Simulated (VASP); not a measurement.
# BeS (I-4m2) in VASP: notebook, part 2 of 2

VASP 6.6.1. Earlier steps stand in the parts before.

## 3. Single point, r2SCAN (strain -0.015 along x and y, -0.030 along z)

POSCAR

```
BeS
1.0
    0.0000000000      2.3886250000      2.3522500000
    2.3886250000      0.0000000000      2.3522500000
    2.3886250000      2.3886250000      0.0000000000
Be S
1 1
Direct
    0.0000000000      0.0000000000      0.0000000000
    0.7500000000      0.7500000000      0.7500000000
```

INCAR.step1

```
SYSTEM = BeS
PREC     = Accurate       ! precision mode
ENCUT    = 520            ! plane-wave cutoff, eV
ISMEAR   = 0              ! smearing method
SIGMA    = 0.05           ! smearing width, eV
LREAL    = .FALSE.        ! projectors in reciprocal space
LASPH    = .TRUE.         ! aspherical terms in the spheres
NELM     = 80             ! most SCF steps
NBANDS   = 11             ! bands
GGA      = PE             ! functional
ALGO     = Normal         ! electronic algorithm
EDIFF    = 1E-4           ! SCF threshold, eV
LWAVE    = .TRUE.         ! write WAVECAR
LCHARG   = .FALSE.        ! write CHGCAR
```

INCAR.step2

```
SYSTEM = BeS
PREC     = Accurate       ! precision mode
ENCUT    = 520            ! plane-wave cutoff, eV
EDIFF    = 1E-7           ! SCF threshold, eV
ISMEAR   = 0              ! smearing method
SIGMA    = 0.05           ! smearing width, eV
LREAL    = .FALSE.        ! projectors in reciprocal space
LASPH    = .TRUE.         ! aspherical terms in the spheres
NELM     = 80             ! most SCF steps
ALGO     = Normal         ! electronic algorithm
ISIF     = 2              ! what is computed and relaxed
LWAVE    = .FALSE.        ! write WAVECAR
LCHARG   = .FALSE.        ! write CHGCAR
METAGGA  = R2SCAN         ! meta-GGA
LMIXTAU  = .TRUE.       
NBANDS   = 11             ! bands
ISTART   = 1
```

KPOINTS

```
Automatic mesh
0
G
  8 8 8
  0 0 0
```

Potentials or basis: VASP PAW PBE potentials, release 64 (Be, S).

The run is started by

```console
$ cat potpaw_PBE.64/Be/POTCAR potpaw_PBE.64/S/POTCAR > POTCAR
$ cp INCAR.step1 INCAR
$ mpirun -np 1 vasp_std > vasp.out
$ cp INCAR.step2 INCAR
$ mpirun -np 1 vasp_std > vasp.out
```

OUTCAR:

```text
SYSTEM = BeS
   PREC = Accurate
   ENCUT = 520
   EDIFF = 1E-7
   ISMEAR = 0
   LREAL = .FALSE.
   LASPH = .TRUE.
   NELM = 80
   ISIF = 2
   METAGGA = R2SCAN
   ISTART = 1

 ion  position               nearest neighbor table
   1  0.000  0.000  0.000-   2 2.06   2 2.06   2 2.06   2 2.06
   2  0.750  0.750  0.750-   1 2.06   1 2.06   1 2.06   1 2.06

  LATTYP: Found a body centered tetragonal cell.
 ALAT       =     3.3780258704
 C/A-ratio  =     1.3926773152

  Lattice vectors:

 A1 = (   0.0000000000,  -2.3886250000,  -2.3522500000)
 A2 = (   0.0000000000,   2.3886250000,  -2.3522500000)
 A3 = (   2.3886250000,   0.0000000000,   2.3522500000)

Analysis of symmetry for initial positions (statically):
=====================================================================
 Subroutine PRICEL returns:
 Original cell was already a primitive cell.

 Routine SETGRP: Setting up the symmetry group for a
 body centered tetragonal supercell.

 Subroutine GETGRP returns: Found  8 space group operations
 (whereof  8 operations were pure point group operations)
 out of a pool of 16 trial point group operations.

The static configuration has the point symmetry D_2d.

Analysis of symmetry for dynamics (positions and initial velocities):
=====================================================================
 Subroutine PRICEL returns:
 Original cell was already a primitive cell.

 Routine SETGRP: Setting up the symmetry group for a
 body centered tetragonal supercell.

 Subroutine GETGRP returns: Found  8 space group operations
 (whereof  8 operations were pure point group operations)
 out of a pool of 16 trial point group operations.

The dynamic configuration has the point symmetry D_2d.

 Subroutine INISYM returns: Found  8 space group operations
 (whereof  8 operations are pure point group operations),
 and found     1 'primitive' translations

----------------------------------------------------------------------------------------

                                     Primitive cell
[... 114 lines left out ...]
  Thomas-Fermi vector in A             =   2.229828
   LORBIT       =      0    0 simple, 1 ext, 2 COOP (PROOUT), +10 PAW based schemes
   METAGGA = R2SCAN    functional components
   LHFCALC =     F    Hartree Fock is set to
   AEXX    =    0.0000 exact exchange contribution
   IVDW    =     0    specifies the selected vdW correction
   LEPSILON=     F    determine dielectric tensor
   LRPA    =     F    only Hartree local field effects (RPA)
 non-spin polarized calculation
 Gauss-broadening in eV      SIGMA  =   0.05
  energy-cutoff  :      520.00
  volume of cell :       26.84
 maximum number of plane-waves:       740
 NGX is ok and might be reduce to    28
   NGX = 13   NGY = 13   NGZ = 13

 number of electron       8.0000001 magnetization

 Free energy of the ion-electron system (eV)
  ---------------------------------------------------
  ext. energy  EPLUGINS =         0.00000000
  ---------------------------------------------------
  free energy    TOTEN  =       -14.73338290 eV

  energy without entropy =      -14.73338290  energy(sigma->0) =      -14.73338290

 E-fermi :   4.9299     XC(G=0): -10.4502

 val. band max:        4.6794406286   @ k =   0.0000   0.0000   0.0000
 cond. band min:       7.9597761967   @ k =   0.5000   0.5000   0.0000
 fundamental gap:      3.2803355680
 Fermi energy:         4.9299187614

 k-point     1 :       0.0000    0.0000    0.0000
  band No.  band energies     occupation
      1     -10.1164      2.00000
      2       4.5922      2.00000
      3       4.5922      2.00000
      4       4.6794      2.00000
      5      10.8239      0.00000
      6      10.8384      0.00000
      7      10.8384      0.00000
      8      11.8703      0.00000
      9      17.9752      0.00000
     10      18.3324      0.00000
     11      21.0393      0.00000
[... 309 lines left out ...]
 k-point    24 :       0.3750   -0.0000    0.1250
  band No.  band energies     occupation
      1      -8.7369      2.00000
      2      -0.2472      2.00000
      3       3.1082      2.00000
      4       3.1940      2.00000
      5      10.8006      0.00000
      6      12.3172      0.00000
      7      12.9809      0.00000
      8      14.4260      0.00000
      9      18.7066      0.00000
     10      19.7174      0.00000
     11      21.1452      0.00000

 [... further k-points ...]
[... 5 lines left out ...]
  --------------------------------------------------------------------------------------
  -------------------------------------------------------------------------------------
  Total        1.3119651      1.3119651      1.5715402      0.0000000      0.0000000      0.0000000
  in kB       78.3111199     78.3111199     93.8051420      0.0000000      0.0000000      0.0000000
  external PRESSURE =      83.4757939 kB  Pullay stress =       0.0000000 kB

 VOLUME and BASIS-vectors are now :
 -----------------------------------------------------------------------------
  energy-cutoff  :      520.00
  volume of cell :       26.84
      direct lattice vectors                 reciprocal lattice vectors
     0.000000000  2.388625000  2.352250000    -0.209325449  0.209325449  0.212562440
     2.388625000  0.000000000  2.352250000     0.209325449 -0.209325449  0.212562440
     2.388625000  2.388625000  0.000000000     0.209325449  0.209325449 -0.212562440

 POSITION                                       TOTAL-FORCE (eV/Angst)
 -----------------------------------------------------------------------------------
      0.00000      0.00000      0.00000         0.000000      0.000000      0.000000
      3.58294      3.58294      3.52838        -0.000000     -0.000000      0.000000
 -----------------------------------------------------------------------------------
    total drift:                                0.000000      0.000000      0.000000

  FREE ENERGIE OF THE ION-ELECTRON SYSTEM (eV)
  ---------------------------------------------------
  free  energy   TOTEN  =       -14.7333828960 eV

  energy  without entropy=      -14.7333828960  energy(sigma->0) =      -14.73338290
```

Run time: 60 s. Hardware: 1 thread of Intel Xeon Platinum 8488C (Sapphire Rapids), shared host; peak memory 0.16 GiB.

What came out:

| Property | Result |
| --- | --- |
| Free energy | -14.7334 eV |
| Pressure | 8.3 GPa |
| Band gap on the k mesh | 3.28 eV, indirect (least direct gap 6.14 eV) |

Caveat: the cell differs from its parent crystal (strain -0.015 along x and y, -0.030 along z); the PAW data sets were made with another functional, which shifts forces and pressure a little. A k mesh can miss the band edges.

## 4. Single point, r2SCAN (strain -0.030 along x and y, +0.015 along z)

POSCAR

```
BeS
1.0
    0.0000000000      2.3522500000      2.4613750000
    2.3522500000      0.0000000000      2.4613750000
    2.3522500000      2.3522500000      0.0000000000
Be S
1 1
Direct
    0.0000000000      0.0000000000      0.0000000000
    0.7500000000      0.7500000000      0.7500000000
```

INCAR.step1

```
SYSTEM = BeS
  PREC = Accurate
  ENCUT = 520
  ISMEAR = 0
  SIGMA = 0.05
  LREAL = .False.
  LASPH = .True.
  NELM = 100
  NBANDS = 11
  GGA = PE
  ALGO = Normal
  EDIFF = 1E-4
  LWAVE = .True.
  LCHARG = .False.
```

INCAR.step2

```
SYSTEM = BeS
  PREC = Accurate
  ENCUT = 520
  EDIFF = 1E-6
  ISMEAR = 0
  SIGMA = 0.05
  LREAL = .False.
  LASPH = .True.
  NELM = 100
  ALGO = Normal
  ISIF = 2
  LWAVE = .False.
  LCHARG = .False.
  METAGGA = R2SCAN
  LMIXTAU = .True.
  NBANDS = 11
  ISTART = 1
```

KPOINTS

```
Automatic mesh
0
Gamma
  8 8 8
  0 0 0
```

The run is started by

```console
$ cat potpaw_PBE.64/Be/POTCAR potpaw_PBE.64/S/POTCAR > POTCAR
$ cp INCAR.step1 INCAR
$ mpirun -np 1 vasp_std > vasp.out
$ cp INCAR.step2 INCAR
$ mpirun -np 1 vasp_std > vasp.out
```

Run time: 50 s. Hardware: 1 thread of Intel Xeon Platinum 8488C (Sapphire Rapids), shared host; peak memory 0.16 GiB.

It converged, with:

```yaml
Free_energy: -14.7405 eV
Pressure: 6.5 GPa
Band_gap_on_the_k_mesh: 3.24 eV, indirect (least direct gap 6.13 eV)
```

Stress tensor (GPa, compression positive):
```
8.22 0.00 0.00
0.00 8.22 0.00
0.00 0.00 3.12
```

Levels at points of the mesh, in eV from the valence-band top:
```csv
k point,band 1,band 2,band 3,band 4,band 5,band 6,band 7,band 8
"(0.00, 0.00, 0.00)",-14.72,-0.29,0.00,0.00,6.13,6.13,6.17,7.00
"(0.50, 0.00, 0.00)",-12.91,-6.37,-1.46,-0.98,5.96,7.02,7.25,12.22
"(0.50, 0.50, 0.00)",-12.46,-5.75,-2.71,-2.71,3.64,5.53,14.14,14.14
"(0.50, 0.00, 0.50)",-12.20,-5.43,-3.15,-3.06,3.24,5.10,13.81,14.23
```

Caveat: the cell differs from its parent crystal (strain -0.030 along x and y, +0.015 along z); the PAW data sets were made with another functional, which shifts forces and pressure a little.

## 5. Single point, r2SCAN (strain -0.030 along x and y, +0.030 along z)

POSCAR

```
BeS
1.0
    0.0000000000      2.3522500000      2.4977500000
    2.3522500000      0.0000000000      2.4977500000
    2.3522500000      2.3522500000      0.0000000000
Be S
1 1
Direct
    0.0000000000      0.0000000000      0.0000000000
    0.7500000000      0.7500000000      0.7500000000
```

INCAR.step1

```
SYSTEM = BeS
PREC = Accurate
ENCUT = 520
ISMEAR = 0
SIGMA = 0.05
LREAL = .FALSE.
LASPH = .TRUE.
NELM = 100
NBANDS = 11
GGA = PE
ALGO = Normal
EDIFF = 1E-4
LWAVE = .TRUE.
LCHARG = .FALSE.
```

INCAR.step2

```
SYSTEM = BeS
PREC = Accurate
ENCUT = 520
EDIFF = 1E-7
ISMEAR = 0
SIGMA = 0.05
LREAL = .FALSE.
LASPH = .TRUE.
NELM = 100
ALGO = Normal
ISIF = 2
LWAVE = .FALSE.
LCHARG = .FALSE.
METAGGA = R2SCAN
LMIXTAU = .TRUE.
NBANDS = 11
ISTART = 1
```

KPOINTS

```
regular mesh
0
G
  8 8 8
  0 0 0
```

The run is started by

```console
$ cat potpaw_PBE.64/Be/POTCAR potpaw_PBE.64/S/POTCAR > POTCAR
$ cp INCAR.step1 INCAR
$ mpirun -np 1 vasp_std > vasp.out
$ cp INCAR.step2 INCAR
$ mpirun -np 1 vasp_std > vasp.out
```

Run time: 61 s. Hardware: 1 thread of Intel Xeon Platinum 8488C (Sapphire Rapids), shared host; peak memory 0.16 GiB.

Results (log left out):

* Free energy: -14.7447 eV
* Pressure: 4.8 GPa
* Band gap on the k mesh: 3.21 eV, indirect (least direct gap 6.11 eV)

Stress tensor (GPa, compression positive):
```
7.07 0.00 0.00
0.00 7.07 0.00
0.00 0.00 0.22
```

Levels at points of the mesh, in eV from the valence-band top:
| k point | band 1 | band 2 | band 3 | band 4 | band 5 | band 6 | band 7 | band 8 |
| --- | --- | --- | --- | --- | --- | --- | --- | --- |
| (0.00, 0.00, 0.00) | -14.65 | -0.39 | 0.00 | 0.00 | 6.11 | 6.11 | 6.18 | 6.82 |
| (0.50, 0.00, 0.00) | -12.87 | -6.30 | -1.54 | -0.92 | 5.76 | 7.05 | 7.30 | 12.13 |
| (0.50, 0.50, 0.00) | -12.49 | -5.76 | -2.60 | -2.60 | 3.74 | 5.61 | 13.98 | 13.98 |
| (0.50, 0.00, 0.50) | -12.16 | -5.34 | -3.17 | -3.06 | 3.21 | 5.05 | 13.53 | 14.03 |

Caveat: the cell differs from its parent crystal (strain -0.030 along x and y, +0.030 along z); the PAW data sets were made with another functional, which shifts forces and pressure a little.

## 6. Summary

| cell | gap on the mesh (eV) | pressure (GPa) |
| --- | --- | --- |
| a = 3.378, b = 3.378, c = 3.327 Å, angles 60.5, 60.5, 59.0°, 2 atoms | 3.28 | 8.4 |
| a = 3.352, b = 3.352, c = 3.378 Å, angles 59.7, 59.7, 60.5°, 2 atoms | 3.28 | 8.3 |
| a = 3.405, b = 3.405, c = 3.327 Å, angles 60.8, 60.8, 58.5°, 2 atoms | 3.24 | 6.5 |
| a = 3.431, b = 3.431, c = 3.327 Å, angles 61.0, 61.0, 58.0°, 2 atoms | 3.21 | 4.8 |

Alike in all rows: task single point; level r2SCAN; potentials or basis VASP PAW PBE potentials, release 64 (Be, S); no spin polarisation; k mesh 8 × 8 × 8; cutoff (eV) 520; smearing gaussian 0.05 eV.

Caveats: the PAW data sets were made with another functional, which shifts forces and pressure a little.

Total energies depend on the potentials used, so only differences within one code and one set of settings carry meaning.
